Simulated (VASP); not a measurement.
# SiO2 (I-42d) in VASP: notebook

The runs below take SiO2 through single point, with r2SCAN.

Program: VASP 6.6.1. These are calculated values, not measurements. Logs are shortened: lines on timing, memory, paths and dates and some standing lists are left out, and cuts for length are marked.

## 1. The cell of the first run

It takes space group I-42d (No. 122, tetragonal). Conventional cell: a = 4.944 Å, b = 4.944 Å, c = 7.025 Å, α = 90.00°, β = 90.00°, γ = 90.00°. Si (site symmetry -4) has 4 O at 1.61 Å within 2.1 Å. Within 2.1 Å of O (site symmetry 2) lie 2 Si at 1.61 Å.

## 2. Single point, r2SCAN (uniaxial z strain -4.0%)

Input file POSCAR:

```
SiO2
1.0
   -2.4719629981      2.4719629981      3.5122615264
    2.4719629981     -2.4719629981      3.5122615264
    2.4719629981      2.4719629981     -3.5122615264
Si O
2 4
Direct
    0.0000000000      0.0000000000      0.0000000000
    0.7500000000      0.2500000000      0.5000000000
    0.9852385279      0.6250000000      0.8602385279
    0.3750000000      0.2352385279      0.3602385279
    0.7647614721      0.1250000000      0.1397614721
    0.8750000000      0.0147614721      0.6397614721
```

Input file INCAR.step1:

```
  ALGO = Normal
  EDIFF = 1E-4
  ENCUT = 520
  GGA = PE
  ISMEAR = 0
  LASPH = T
  LCHARG = F
  LREAL = F
  LWAVE = T
  NBANDS = 25
  NELM = 60
  PREC = Accurate
  SIGMA = 0.01
```

Input file INCAR.step2:

```
  ALGO = Normal
  EDIFF = 1E-7
  ENCUT = 520
  ISIF = 2
  ISMEAR = 0
  ISTART = 1
  LASPH = T
  LCHARG = F
  LMIXTAU = T
  LREAL = F
  LWAVE = F
  METAGGA = R2SCAN
  NBANDS = 25
  NELM = 60
  PREC = Accurate
  SIGMA = 0.01
```

Input file KPOINTS:

```
k-points
0
Gamma
  8 8 8
```

Potentials or basis: VASP PAW PBE potentials, release 64 (Si, O).

On the command line:

```sh
> cat potpaw_PBE.64/Si/POTCAR potpaw_PBE.64/O/POTCAR > POTCAR
> cp INCAR.step1 INCAR
> mpirun -np 1 vasp_std > vasp.out
> cp INCAR.step2 INCAR
> mpirun -np 1 vasp_std > vasp.out
```

OUTCAR:

```text
EDIFF = 1E-7
   ENCUT = 520
   ISIF = 2
   ISMEAR = 0
   ISTART = 1
   LASPH = T
   LREAL = F
   METAGGA = R2SCAN
   NELM = 60
   PREC = Accurate

 ion  position               nearest neighbor table
   1  0.000  0.000  0.000-   3 1.61   4 1.61   5 1.61   6 1.61   2 3.03   2 3.03   2 3.03   2 3.03

   2  0.750  0.250  0.500-   3 1.61   4 1.61   5 1.61   6 1.61   1 3.03   1 3.03   1 3.03   1 3.03

   3  0.985  0.625  0.860-   1 1.61   2 1.61
   4  0.375  0.235  0.360-   1 1.61   2 1.61
   5  0.765  0.125  0.140-   1 1.61   2 1.61
   6  0.875  0.015  0.640-   1 1.61   2 1.61

  LATTYP: Found a body centered tetragonal cell.
 ALAT       =     4.9439259962
 C/A-ratio  =     1.4208390373

  Lattice vectors:

 A1 = (  -2.4719629981,   2.4719629981,   3.5122615264)
 A2 = (   2.4719629981,  -2.4719629981,   3.5122615264)
 A3 = (   2.4719629981,   2.4719629981,  -3.5122615264)

Analysis of symmetry for initial positions (statically):
=====================================================================
 Subroutine PRICEL returns:
 Original cell was already a primitive cell.

 Routine SETGRP: Setting up the symmetry group for a
 body centered tetragonal supercell.

 Subroutine GETGRP returns: Found  8 space group operations
 (whereof  4 operations were pure point group operations)
 out of a pool of 16 trial point group operations.

The static configuration has the point symmetry S_4 .
 The point group associated with its full space group is D_2d.

Analysis of symmetry for dynamics (positions and initial velocities):
=====================================================================
 Subroutine PRICEL returns:
 Original cell was already a primitive cell.

 Routine SETGRP: Setting up the symmetry group for a
 body centered tetragonal supercell.

 Subroutine GETGRP returns: Found  8 space group operations
 (whereof  4 operations were pure point group operations)
 out of a pool of 16 trial point group operations.

The dynamic configuration has the point symmetry S_4 .
 The point group associated with its full space group is D_2d.

 Subroutine INISYM returns: Found  8 space group operations
 (whereof  4 operations are pure point group operations),
 and found     1 'primitive' translations

----------------------------------------------------------------------------------------

                                     Primitive cell

  volume of cell :      85.8481

  direct lattice vectors                    reciprocal lattice vectors
    -2.471962998  2.471962998  3.512261526     0.000000000  0.202268400  0.142358420
     2.471962998 -2.471962998  3.512261526     0.202268400  0.000000000  0.142358420
     2.471962998  2.471962998 -3.512261526     0.202268400  0.202268400  0.000000000

  length of vectors
     4.955520473  4.955520473  4.955520473     0.247342728  0.247342728  0.286050714

  position of ions in fractional coordinates (direct lattice)
     0.000000000  0.000000000  0.000000000
     0.750000000  0.250000000  0.500000000
     0.985238528  0.625000000  0.860238528
     0.375000000  0.235238528  0.360238528
     0.764761472  0.125000000  0.139761472
     0.875000000  0.014761472  0.639761472

  ion indices of the primitive-cell ions
   primitive index   ion index
                 1           1
                 2           2
                 3           3
                 4           4
                 5           5
                 6           6

----------------------------------------------------------------------------------------

 KPOINTS: k-points

Automatic generation of k-mesh.
 Grid dimensions read from file:
 generate k-points for:    8    8    8

 Generating k-lattice:

  Cartesian coordinates                     Fractional coordinates (reciprocal lattice)
     0.000000000  0.025283550  0.017794802     0.125000000  0.000000000  0.000000000
     0.025283550  0.000000000  0.017794802     0.000000000  0.125000000  0.000000000
     0.025283550  0.025283550  0.000000000     0.000000000  0.000000000  0.125000000

  Length of vectors
     0.030917841  0.030917841  0.035756339

  Shift w.r.t. Gamma in fractional coordinates (k-lattice)
     0.000000000  0.000000000  0.000000000

 Subroutine IBZKPT returns following result:
 ===========================================

 Found     59 irreducible k-points:

 Following reciprocal coordinates:
            Coordinates               Weight
  0.000000  0.000000  0.000000      1.000000
  0.125000  0.000000  0.000000      8.000000
  0.250000  0.000000  0.000000      8.000000
  0.375000  0.000000 -0.000000      8.000000
  0.500000  0.000000  0.000000      4.000000
  0.125000  0.125000  0.000000      8.000000
[... 16 lines left out ...]
  0.250000  0.125000  0.125000     16.000000
  0.375000  0.125000  0.125000      8.000000
 [... further k-points ...]
   k-points           NKPTS =     59   k-points in BZ     NKDIM =     59   number of bands    NBANDS=     25
   number of dos      NEDOS =    301   number of ions     NIONS =      6
   total plane-waves  NPLWV =  64000
   dimension x,y,z NGX =    40 NGY =   40 NGZ =   40
   dimension x,y,z NGXF=    80 NGYF=   80 NGZF=   80
   ions per type =               2   4
   NGX,Y,Z   is equivalent  to a cutoff of  13.42, 13.42, 13.42 a.u.
   NGXF,Y,Z  is equivalent  to a cutoff of  26.84, 26.84, 26.84 a.u.
 SYSTEM =  unknown system
   PREC   = accura    normal or accurate (medium, high low for compatibility)
   ISTART =      1    job   : 0-new  1-cont  2-samecut
   ICHARG =      0    charge: 1-file 2-atom 10-const
   ISPIN  =      1    spin polarized calculation?
   LNONCOLLINEAR =      F non collinear calculations
   LSORBIT =      F    spin-orbit coupling
   LASPH  =      T    aspherical Exc in radial PAW
   ENCUT  =  520.0 eV  38.22 Ry    6.18 a.u.   9.21  9.21  9.21*2*pi/ulx,y,z
   NELM   =     60;   NELMIN=  2; NELMDL=  0     # of ELM steps
   EDIFF  = 0.1E-06   stopping-criterion for ELM
   LREAL  =      F    real-space projection
   EDIFFG = 0.1E-05   stopping-criterion for IOM
   NSW    =      0    number of steps for IOM
   IBRION =     -1    ionic relax: 0-MD 1-quasi-New 2-CG
   NFREE  =      0    steps in history (QN), initial steepest desc. (CG)
   ISIF   =      2    stress and relaxation
   ISYM   =      2    0-nonsym 1-usesym 2-fastsym
   POTIM  = 0.5000    time-step for ionic-motion
   TEBEG  =    0.0;   TEEND  =   0.0 temperature during run
   PSTRESS=    0.0 pullay stress
   NELECT =      32.0000    total number of electrons
   NUPDOWN=      -1.0000    fix difference up-down
   EMIN   =  10.00;   EMAX   =-10.00  energy-range for DOS
   EFERMI =   0.00;   METHOD = LEGACY
   ISMEAR =     0;   SIGMA  =   0.01  broadening in eV -4-tet -1-fermi 0-gaus
   EFERMI_NEDOS =   21; number of points for ismear=-14 and -15
   IALGO  =     38    algorithm
   IMIX   =      4    mixing-type and parameters
     AMIX     =   0.40;   BMIX     =  1.00
     AMIX_MAG =   1.60;   BMIX_MAG =  1.00
  volume/ion in A,a.u.               =      14.31        96.56
  Fermi-wavevector in a.u.,A,eV,Ry     =   1.178188  2.226452 18.886612  1.388127
  Thomas-Fermi vector in A             =   2.314521
   LORBIT       =      0    0 simple, 1 ext, 2 COOP (PROOUT), +10 PAW based schemes
   METAGGA = R2SCAN    functional components
   LHFCALC =     F    Hartree Fock is set to
   AEXX    =    0.0000 exact exchange contribution
   IVDW    =     0    specifies the selected vdW correction
   LEPSILON=     F    determine dielectric tensor
   LRPA    =     F    only Hartree local field effects (RPA)
 non-spin polarized calculation
 Gauss-broadening in eV      SIGMA  =   0.01
  energy-cutoff  :      520.00
  volume of cell :       85.85
 maximum number of plane-waves:      2332
 NGX is ok and might be reduce to    40
   NGX = 19   NGY = 19   NGZ = 19

 number of electron      32.0000012 magnetization

 Free energy of the ion-electron system (eV)
  ---------------------------------------------------
  ext. energy  EPLUGINS =         0.00000000
  ---------------------------------------------------
  free energy    TOTEN  =       -59.54048555 eV

  energy without entropy =      -59.54048555  energy(sigma->0) =      -59.54048555

 E-fermi :  -0.6000     XC(G=0):  -8.8542

 val. band max:       -0.6840060046   @ k =   0.0000   0.0000   0.0000
 cond. band min:       6.0507108656   @ k =   0.0000   0.0000   0.0000
 fundamental gap:      6.7347168702
 Fermi energy:        -0.5999659146

 k-point     1 :       0.0000    0.0000    0.0000
  band No.  band energies     occupation
      1     -20.8611      2.00000
      2     -18.8060      2.00000
      3     -18.8060      2.00000
      4     -18.6015      2.00000
      5      -9.7295      2.00000
      6      -6.2320      2.00000
[... 17 lines left out ...]
     24      13.3329      0.00000
     25      13.8744      0.00000

 k-point     2 :       0.1250    0.0000    0.0000
  band No.  band energies     occupation
      1     -20.8118      2.00000
      2     -18.8611      2.00000
      3     -18.8096      2.00000
      4     -18.6303      2.00000
      5      -9.6138      2.00000
      6      -6.2529      2.00000
[... 17 lines left out ...]
     24      13.3291      0.00000
     25      14.0142      0.00000

 k-point     3 :       0.2500    0.0000    0.0000
  band No.  band energies     occupation
      1     -20.6751      2.00000
      2     -19.0420      2.00000
      3     -18.8175      2.00000
      4     -18.6671      2.00000
      5      -9.3119      2.00000
      6      -6.3557      2.00000
[... 552 lines left out ...]
 k-point    23 :       0.2500    0.1250    0.1250
  band No.  band energies     occupation
      1     -20.3761      2.00000
      2     -19.4472      2.00000
      3     -18.8037      2.00000
      4     -18.6999      2.00000
      5      -8.7103      2.00000
      6      -6.9463      2.00000
[... 17 lines left out ...]
     24      13.3975      0.00000
     25      13.8793      0.00000

 k-point    24 :       0.3750    0.1250    0.1250
  band No.  band energies     occupation
      1     -20.2710      2.00000
      2     -19.5706      2.00000
      3     -18.8034      2.00000
      4     -18.7094      2.00000
      5      -8.5240      2.00000
      6      -7.0855      2.00000
[... 17 lines left out ...]
     24      13.5875      0.00000
     25      14.1920      0.00000

 [... further k-points ...]
[... 5 lines left out ...]
  --------------------------------------------------------------------------------------
  -------------------------------------------------------------------------------------
  Total        0.5105181      0.5105181      1.9488127      0.0000000     -0.0000000      0.0000000
  in kB        9.5277633      9.5277633     36.3705534      0.0000000     -0.0000000      0.0000000
  external PRESSURE =      18.4753600 kB  Pullay stress =       0.0000000 kB

 VOLUME and BASIS-vectors are now :
 -----------------------------------------------------------------------------
  energy-cutoff  :      520.00
  volume of cell :       85.85
      direct lattice vectors                 reciprocal lattice vectors
    -2.471962998  2.471962998  3.512261526     0.000000000  0.202268400  0.142358420
     2.471962998 -2.471962998  3.512261526     0.202268400  0.000000000  0.142358420
     2.471962998  2.471962998 -3.512261526     0.202268400  0.202268400  0.000000000

 POSITION                                       TOTAL-FORCE (eV/Angst)
 -----------------------------------------------------------------------------------
      0.00000      0.00000      0.00000         0.000000      0.000000      0.000000
      0.00000      2.47196      1.75613         0.000000      0.000000      0.000000
      1.23598      3.01697      2.63420         0.000000      0.005142      0.000000
      0.54501      1.23598      0.87807         0.005142      0.000000      0.000000
     -1.23598      1.92695      2.63420         0.000000     -0.005142      0.000000
     -0.54501      3.70794      0.87807        -0.005142      0.000000      0.000000
 -----------------------------------------------------------------------------------
    total drift:                                0.000006      0.000006     -0.000001

  FREE ENERGIE OF THE ION-ELECTRON SYSTEM (eV)
  ---------------------------------------------------
  free  energy   TOTEN  =       -59.5404855545 eV

  energy  without entropy=      -59.5404855545  energy(sigma->0) =      -59.54048555
```

Run time: 7.8 min. Hardware: 1 thread of Intel Xeon Platinum 8124M at 3.00GHz (Skylake/Cascade Lake), shared host; peak memory 0.3 GiB.

Results:

- Free energy: -59.5405 eV
- Pressure: 1.8 GPa
- Largest force: 0.005 eV/Å
- Band gap on the k mesh: 6.73 eV, direct

Forces on the atoms (eV/Å):
```
Si   0.000  0.000  0.000
Si   0.000  0.000  0.000
O    0.000  0.005  0.000
O    0.005  0.000  0.000
O    0.000 -0.005  0.000
O   -0.005  0.000  0.000
```

Caveat: the cell differs from its parent crystal (uniaxial z strain -4.0%); the PAW data sets were made with another functional, which shifts forces and pressure a little.

## 3. Single point, r2SCAN

This run uses another cell than the first one, of 14.90 Å³/atom, 1.041 times its volume.

Input file POSCAR:

```
SiO2
1.0
   -2.4719629981      2.4719629981      3.6578437059
    2.4719629981     -2.4719629981      3.6578437059
    2.4719629981      2.4719629981     -3.6578437059
Si O
2 4
Direct
    0.0000000000      0.0000000000      0.0000000000
    0.7500000000      0.2500000000      0.5000000000
    0.9733622659      0.6250000000      0.8483622659
    0.3750000000      0.2233622659      0.3483622659
    0.7766377341      0.1250000000      0.1516377341
    0.8750000000      0.0266377341      0.6516377341
```

Input file INCAR.step1:

```
SYSTEM = SiO2
ALGO = Normal
EDIFF = 1E-4
ENCUT = 520
GGA = PE
ISMEAR = 0
LASPH = .True.
LCHARG = .False.
LREAL = .False.
LWAVE = .True.
NBANDS = 25
NELM = 100
PREC = Accurate
SIGMA = 0.01
```

Input file INCAR.step2:

```
SYSTEM = SiO2
ALGO = Normal
EDIFF = 1E-7
ENCUT = 520
ISIF = 2
ISMEAR = 0
ISTART = 1
LASPH = .True.
LCHARG = .False.
LMIXTAU = .True.
LREAL = .False.
LWAVE = .False.
METAGGA = R2SCAN
NBANDS = 25
NELM = 100
PREC = Accurate
SIGMA = 0.01
```

Input file KPOINTS:

```
k-points
0
Gamma
  8 8 8
  0 0 0
```

Potentials or basis: VASP PAW PBE potentials, release 64 (Si, O).

On the command line:

```sh
> cat potpaw_PBE.64/Si/POTCAR potpaw_PBE.64/O/POTCAR > POTCAR
> cp INCAR.step1 INCAR
> mpirun -np 1 vasp_std > vasp.out
> cp INCAR.step2 INCAR
> mpirun -np 1 vasp_std > vasp.out
```

Run time: 7.2 min. Hardware: 1 thread of Intel Xeon Platinum 8124M at 3.00GHz (Skylake/Cascade Lake), shared host; peak memory 0.31 GiB.

Results (log left out):

```yaml
Free_energy: -59.5882 eV
Pressure: 0.2 GPa
Band_gap_on_the_k_mesh: 6.56 eV, direct
```

Forces in eV/Å, atoms in the order of the input:
```
Si   0.000  0.000  0.000
Si   0.000  0.000  0.000
O    0.000  0.003  0.000
O    0.003  0.000  0.000
O    0.000 -0.003  0.000
O   -0.003  0.000  0.000
```

Levels at points of the mesh, in eV from the valence-band top:
```csv
k point,band 12,band 13,band 14,band 15,band 16,band 17,band 18,band 19,band 20,band 21
"(0.00, 0.00, 0.00)",-1.62,-1.57,-0.71,0.00,0.00,6.56,9.70,11.72,11.74,11.74
"(0.50, 0.00, 0.00)",-1.64,-1.51,-0.80,-0.49,-0.14,9.07,9.60,10.51,11.18,11.84
"(0.50, 0.50, 0.00)",-2.10,-0.99,-0.99,-0.34,-0.34,9.87,9.87,11.22,11.22,12.09
"(0.50, 0.50, 0.50)",-2.10,-1.50,-1.50,-0.32,-0.32,9.63,9.63,11.11,11.11,12.69
```

Caveat: the PAW data sets were made with another functional, which shifts forces and pressure a little.
